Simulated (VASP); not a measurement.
# BN (P6_3/mmc) in VASP: notebook

BN is run at these levels: PBE, LDA, PBE+D3(BJ), PBE+D4; tasks: single point.

Program: VASP 6.6.1. These are calculated values, not measurements. Logs are shortened: lines on timing, memory, paths and dates and some standing lists are left out, and cuts for length are marked.

## 1. The cell of the first run

It takes space group P6_3/mmc (No. 194, hexagonal). The conventional cell has a = 2.501 Å, b = 2.501 Å, c = 6.524 Å, α = 90.00°, β = 90.00°, γ = 120.00°. Within 1.9 Å of B (site symmetry -6m2) lie 3 N at 1.44 Å. N (site symmetry -6m2) has 3 B at 1.44 Å within 1.9 Å.

## 2. Single point, PBE

INCAR

```
SYSTEM = BN
  ALGO = Normal
  EDIFF = 1E-6
  ENCUT = 520
  GGA = PE
  ISIF = 2
  ISMEAR = 0
  LASPH = .True.
  LCHARG = .True.
  LELF = .True.
  LREAL = .False.
  LVHAR = .True.
  LWAVE = .False.
  NBANDS = 16
  NELM = 100
  PREC = Accurate
  SIGMA = 0.01
```

KPOINTS

```
k-points
0
Gamma
  6 6 2
  0 0 0
```

POSCAR

```
BN
1.0
    2.5005826604      0.0000000000      0.0000000000
   -1.2502913302      2.1655681082      0.0000000000
    0.0000000000      0.0000000000      6.5236386365
B N
2 2
Direct
    0.3333333333      0.6666666667      0.2500000000
    0.6666666667      0.3333333333      0.7500000000
    0.3333333333      0.6666666667      0.7500000000
    0.6666666667      0.3333333333      0.2500000000
```

Potentials or basis: VASP PAW PBE potentials, release 64 (B, N).

Run with:

```console
> cat potpaw_PBE.64/B/POTCAR potpaw_PBE.64/N/POTCAR > POTCAR
> mpirun -np 1 vasp_std > vasp.out
```

OUTCAR:

```text
SYSTEM = BN
   EDIFF = 1E-6
   ENCUT = 520
   GGA = PE
   ISIF = 2
   ISMEAR = 0
   LASPH = .True.
   LREAL = .False.
   NELM = 100
   PREC = Accurate

 ion  position               nearest neighbor table
   1  0.333  0.667  0.250-   4 1.44   4 1.44   4 1.44
   2  0.667  0.333  0.750-   3 1.44   3 1.44   3 1.44
   3  0.333  0.667  0.750-   2 1.44   2 1.44   2 1.44
   4  0.667  0.333  0.250-   1 1.44   1 1.44   1 1.44

  LATTYP: Found a hexagonal cell.
 ALAT       =     2.5005826604
 C/A-ratio  =     2.6088474258

  Lattice vectors:

 A1 = (   2.5005826604,   0.0000000000,   0.0000000000)
 A2 = (  -1.2502913302,   2.1655681082,   0.0000000000)
 A3 = (   0.0000000000,   0.0000000000,   6.5236386365)

Analysis of symmetry for initial positions (statically):
=====================================================================
 Subroutine PRICEL returns:
 Original cell was already a primitive cell.

 Routine SETGRP: Setting up the symmetry group for a
 hexagonal supercell.

 Subroutine GETGRP returns: Found 24 space group operations
 (whereof 12 operations were pure point group operations)
 out of a pool of 24 trial point group operations.

The static configuration has the point symmetry D_3d.
 The point group associated with its full space group is D_6h.

Analysis of symmetry for dynamics (positions and initial velocities):
=====================================================================
 Subroutine PRICEL returns:
 Original cell was already a primitive cell.

 Routine SETGRP: Setting up the symmetry group for a
 hexagonal supercell.

 Subroutine GETGRP returns: Found 24 space group operations
 (whereof 12 operations were pure point group operations)
 out of a pool of 24 trial point group operations.

The dynamic configuration has the point symmetry D_3d.
 The point group associated with its full space group is D_6h.

 Subroutine INISYM returns: Found 24 space group operations
 (whereof 12 operations are pure point group operations),
 and found     1 'primitive' translations

----------------------------------------------------------------------------------------

                                     Primitive cell

  volume of cell :      35.3267

  direct lattice vectors                    reciprocal lattice vectors
     2.500582660  0.000000000  0.000000000     0.399906796  0.230886296  0.000000000
    -1.250291330  2.165568108  0.000000000     0.000000000  0.461772593  0.000000000
     0.000000000  0.000000000  6.523638637     0.000000000  0.000000000  0.153288687

  length of vectors
     2.500582660  2.500582660  6.523638637     0.461772593  0.461772593  0.153288687

  position of ions in fractional coordinates (direct lattice)
     0.333333333  0.666666667  0.250000000
     0.666666667  0.333333333  0.750000000
     0.333333333  0.666666667  0.750000000
     0.666666667  0.333333333  0.250000000

  ion indices of the primitive-cell ions
   primitive index   ion index
                 1           1
                 2           2
                 3           3
                 4           4

----------------------------------------------------------------------------------------

 KPOINTS: k-points

Automatic generation of k-mesh.
 Grid dimensions read from file:
 generate k-points for:    6    6    2

 Generating k-lattice:

  Cartesian coordinates                     Fractional coordinates (reciprocal lattice)
     0.066651133  0.038481049  0.000000000     0.166666667  0.000000000  0.000000000
     0.000000000  0.076962099  0.000000000     0.000000000  0.166666667  0.000000000
     0.000000000  0.000000000  0.076644343     0.000000000  0.000000000  0.500000000

  Length of vectors
     0.076962099  0.076962099  0.076644343

  Shift w.r.t. Gamma in fractional coordinates (k-lattice)
     0.000000000  0.000000000  0.000000000

 Subroutine IBZKPT returns following result:
 ===========================================

 Found     14 irreducible k-points:

 Following reciprocal coordinates:
            Coordinates               Weight
  0.000000  0.000000  0.000000      1.000000
  0.166667  0.000000  0.000000      6.000000
  0.333333  0.000000  0.000000      6.000000
  0.500000  0.000000  0.000000      3.000000
  0.166667  0.166667  0.000000      6.000000
  0.333333  0.166667  0.000000     12.000000
  0.333333  0.333333  0.000000      2.000000
  0.000000  0.000000  0.500000      1.000000
  0.166667  0.000000  0.500000      6.000000
  0.333333  0.000000  0.500000      6.000000
  0.500000  0.000000  0.500000      3.000000
  0.166667  0.166667  0.500000      6.000000
  0.333333  0.166667  0.500000     12.000000
  0.333333  0.333333  0.500000      2.000000
   k-points           NKPTS =     14   k-points in BZ     NKDIM =     14   number of bands    NBANDS=     16
   number of dos      NEDOS =    301   number of ions     NIONS =      4
   total plane-waves  NPLWV =  20000
   dimension x,y,z NGX =    20 NGY =   20 NGZ =   50
   dimension x,y,z NGXF=    40 NGYF=   40 NGZF=  100
   ions per type =               2   2
   NGX,Y,Z   is equivalent  to a cutoff of  13.30, 13.30, 12.74 a.u.
   NGXF,Y,Z  is equivalent  to a cutoff of  26.59, 26.59, 25.48 a.u.
 SYSTEM =  BN
   PREC   = accura    normal or accurate (medium, high low for compatibility)
   ISTART =      0    job   : 0-new  1-cont  2-samecut
   ICHARG =      2    charge: 1-file 2-atom 10-const
   ISPIN  =      1    spin polarized calculation?
   LNONCOLLINEAR =      F non collinear calculations
   LSORBIT =      F    spin-orbit coupling
   LASPH  =      T    aspherical Exc in radial PAW
   ENCUT  =  520.0 eV  38.22 Ry    6.18 a.u.   4.65  4.65 12.13*2*pi/ulx,y,z
   NELM   =    100;   NELMIN=  2; NELMDL= -5     # of ELM steps
   EDIFF  = 0.1E-05   stopping-criterion for ELM
   LREAL  =      F    real-space projection
   EDIFFG = 0.1E-04   stopping-criterion for IOM
   NSW    =      0    number of steps for IOM
   IBRION =     -1    ionic relax: 0-MD 1-quasi-New 2-CG
   NFREE  =      0    steps in history (QN), initial steepest desc. (CG)
   ISIF   =      2    stress and relaxation
   ISYM   =      2    0-nonsym 1-usesym 2-fastsym
   POTIM  = 0.5000    time-step for ionic-motion
   TEBEG  =    0.0;   TEEND  =   0.0 temperature during run
   PSTRESS=    0.0 pullay stress
   NELECT =      16.0000    total number of electrons
   NUPDOWN=      -1.0000    fix difference up-down
   EMIN   =  10.00;   EMAX   =-10.00  energy-range for DOS
   EFERMI =   0.00;   METHOD = LEGACY
   ISMEAR =     0;   SIGMA  =   0.01  broadening in eV -4-tet -1-fermi 0-gaus
   EFERMI_NEDOS =   21; number of points for ismear=-14 and -15
   IALGO  =     38    algorithm
   IMIX   =      4    mixing-type and parameters
     AMIX     =   0.40;   BMIX     =  1.00
     AMIX_MAG =   1.60;   BMIX_MAG =  1.00
  volume/ion in A,a.u.               =       8.83        59.60
  Fermi-wavevector in a.u.,A,eV,Ry     =   1.257227  2.375815 21.505651  1.580621
  Thomas-Fermi vector in A             =   2.390897
   LORBIT       =      0    0 simple, 1 ext, 2 COOP (PROOUT), +10 PAW based schemes
   GGA     = PE    functional components
   LHFCALC =     F    Hartree Fock is set to
   AEXX    =    0.0000 exact exchange contribution
   IVDW    =     0    specifies the selected vdW correction
   LEPSILON=     F    determine dielectric tensor
   LRPA    =     F    only Hartree local field effects (RPA)
 non-spin polarized calculation
 Gauss-broadening in eV      SIGMA  =   0.01
  energy-cutoff  :      520.00
  volume of cell :       35.33
 maximum number of plane-waves:       973
 NGX is ok and might be reduce to    20
   NGX =  9   NGY =  9   NGZ = 25

 number of electron      15.9999997 magnetization

 Free energy of the ion-electron system (eV)
  ---------------------------------------------------
  ext. energy  EPLUGINS =         0.00000000
  ---------------------------------------------------
  free energy    TOTEN  =       -35.13517227 eV

  energy without entropy =      -35.13517227  energy(sigma->0) =      -35.13517227

 E-fermi :   2.4936     XC(G=0): -10.1955

 val. band max:        2.4343498694   @ k =   0.3333   0.3333   0.5000
 cond. band min:       6.6934418519   @ k =   0.5000   0.0000   0.0000
 fundamental gap:      4.2590919825
 Fermi energy:         2.4936011171

 k-point     1 :       0.0000    0.0000    0.0000
  band No.  band energies     occupation
      1     -15.4072      2.00000
      2     -15.0710      2.00000
      3      -3.8781      2.00000
      4      -1.5669      2.00000
      5       1.1094      2.00000
      6       1.1094      2.00000
[... 8 lines left out ...]
     15      14.8259      0.00000
     16      15.5265      0.00000

 k-point     2 :       0.1667    0.0000    0.0000
  band No.  band energies     occupation
      1     -14.8676      2.00000
      2     -14.5523      2.00000
      3      -3.1347      2.00000
      4      -0.9086      2.00000
      5      -0.8705      2.00000
      6      -0.8210      2.00000
[... 8 lines left out ...]
     15      16.3579      0.00000
     16      16.4236      0.00000

 k-point     3 :       0.3333    0.0000    0.0000
  band No.  band energies     occupation
      1     -13.4087      2.00000
      2     -13.1667      2.00000
      3      -4.4732      2.00000
      4      -4.3773      2.00000
      5      -1.1589      2.00000
      6      -1.0868      2.00000
[... 8 lines left out ...]
     15      18.2537      0.00000
     16      21.0556      0.00000

 k-point     4 :       0.5000    0.0000    0.0000
  band No.  band energies     occupation
      1     -12.1800      2.00000
      2     -12.0979      2.00000
      3      -6.4848      2.00000
      4      -6.4116      2.00000
      5      -1.7164      2.00000
      6      -1.6400      2.00000
[... 8 lines left out ...]
     15      17.8010      0.00000
     16      21.6162      0.00000

 k-point     5 :       0.1667    0.1667    0.0000
  band No.  band energies     occupation
      1     -13.8557      2.00000
      2     -13.5856      2.00000
      3      -3.0709      2.00000
      4      -3.0519      2.00000
      5      -1.7106      2.00000
      6      -1.4945      2.00000
[... 8 lines left out ...]
     15      17.3954      0.00000
     16      17.5900      0.00000

 k-point     6 :       0.3333    0.1667    0.0000
  band No.  band energies     occupation
      1     -12.3055      2.00000
      2     -12.1568      2.00000
      3      -5.6637      2.00000
      4      -5.5772      2.00000
      5      -2.8995      2.00000
      6      -2.8146      2.00000
[... 8 lines left out ...]
     15      17.4263      0.00000
     16      20.6698      0.00000

 k-point     7 :       0.3333    0.3333    0.0000
  band No.  band energies     occupation
      1     -11.5522      2.00000
      2     -11.5522      2.00000
      3      -5.5685      2.00000
      4      -5.3845      2.00000
      5      -4.7109      2.00000
      6      -4.7109      2.00000
[... 8 lines left out ...]
     15      19.3984      0.00000
     16      20.4872      0.00000

 k-point     8 :       0.0000    0.0000    0.5000
  band No.  band energies     occupation
      1     -15.2451      2.00000
      2     -15.2451      2.00000
      3      -2.8593      2.00000
      4      -2.8593      2.00000
      5       1.1315      2.00000
      6       1.1315      2.00000
[... 8 lines left out ...]
     15      15.3152      0.00000
     16      15.3152      0.00000

 k-point     9 :       0.1667    0.0000    0.5000
  band No.  band energies     occupation
      1     -14.7152      2.00000
      2     -14.7152      2.00000
      3      -2.1636      2.00000
      4      -2.1636      2.00000
      5      -0.8246      2.00000
      6      -0.8246      2.00000
[... 8 lines left out ...]
     15      16.2905      0.00000
     16      16.2905      0.00000

 k-point    10 :       0.3333    0.0000    0.5000
  band No.  band energies     occupation
      1     -13.2906      2.00000
      2     -13.2906      2.00000
      3      -4.4336      2.00000
      4      -4.4336      2.00000
      5      -1.1231      2.00000
      6      -1.1231      2.00000
[... 8 lines left out ...]
     15      20.5308      0.00000
     16      20.5309      0.00000

 k-point    11 :       0.5000    0.0000    0.5000
  band No.  band energies     occupation
      1     -12.1387      2.00000
      2     -12.1387      2.00000
      3      -6.4566      2.00000
      4      -6.4566      2.00000
      5      -1.6784      2.00000
      6      -1.6784      2.00000
[... 8 lines left out ...]
     15      19.4067      0.00000
     16      19.4067      0.00000

 k-point    12 :       0.1667    0.1667    0.5000
  band No.  band energies     occupation
      1     -13.7245      2.00000
      2     -13.7245      2.00000
      3      -3.0734      2.00000
      4      -3.0734      2.00000
      5      -1.4743      2.00000
      6      -1.4743      2.00000
[... 8 lines left out ...]
     15      17.4976      0.00000
     16      17.4976      0.00000

 k-point    13 :       0.3333    0.1667    0.5000
  band No.  band energies     occupation
      1     -12.2319      2.00000
      2     -12.2319      2.00000
      3      -5.6264      2.00000
      4      -5.6264      2.00000
      5      -2.8610      2.00000
      6      -2.8610      2.00000
[... 8 lines left out ...]
     15      18.7377      0.00000
     16      18.7377      0.00000

 k-point    14 :       0.3333    0.3333    0.5000
  band No.  band energies     occupation
      1     -11.5515      2.00000
      2     -11.5515      2.00000
      3      -5.4779      2.00000
      4      -5.4779      2.00000
      5      -4.7200      2.00000
      6      -4.7200      2.00000
[... 8 lines left out ...]
     15      20.2254      0.00000
     16      20.2270      0.00000

------------------------ aborting loop because EDIFF is reached ----------------------------------------

  FORCE on cell =-STRESS in cart. coord.  units (eV):
  Direction    XX          YY          ZZ          XY          YZ          ZX
  --------------------------------------------------------------------------------------
  -------------------------------------------------------------------------------------
  Total        1.1767969      1.1767969      0.7796449      0.0000000      0.0000000      0.0000000
  in kB       53.3714673     53.3714673     35.3593640      0.0000000      0.0000000      0.0000000
  external PRESSURE =      47.3674328 kB  Pullay stress =       0.0000000 kB

 VOLUME and BASIS-vectors are now :
 -----------------------------------------------------------------------------
  energy-cutoff  :      520.00
  volume of cell :       35.33
      direct lattice vectors                 reciprocal lattice vectors
     2.500582660  0.000000000  0.000000000     0.399906796  0.230886296  0.000000000
    -1.250291330  2.165568108  0.000000000     0.000000000  0.461772593  0.000000000
     0.000000000  0.000000000  6.523638637     0.000000000  0.000000000  0.153288687

 POSITION                                       TOTAL-FORCE (eV/Angst)
 -----------------------------------------------------------------------------------
     -0.00000      1.44371      1.63091         0.000000     -0.000000      0.000000
      1.25029      0.72186      4.89273        -0.000000      0.000000      0.000000
     -0.00000      1.44371      4.89273        -0.000000      0.000000      0.000000
      1.25029      0.72186      1.63091         0.000000      0.000000      0.000000
 -----------------------------------------------------------------------------------
    total drift:                               -0.000000      0.000000      0.000000

  FREE ENERGIE OF THE ION-ELECTRON SYSTEM (eV)
  ---------------------------------------------------
  free  energy   TOTEN  =       -35.1351722699 eV

  energy  without entropy=      -35.1351722699  energy(sigma->0) =      -35.13517227
```

Run time: 6 s. Hardware: 1 thread of AMD EPYC 9R45 (Zen 5), shared host; peak memory 0.11 GiB.

Results:

- Free energy: -35.1352 eV
- Pressure: 4.7 GPa
- Band gap on the k mesh: 4.26 eV, indirect (least direct gap 4.65 eV)

Caveat: the k points lie up to 0.48 Å⁻¹ apart; this functional lacks dispersion, which binds the layers, so the pressure and a relaxed spacing across them are unreliable. A k mesh can miss the band edges.

(Continued in part 2 of 3.)
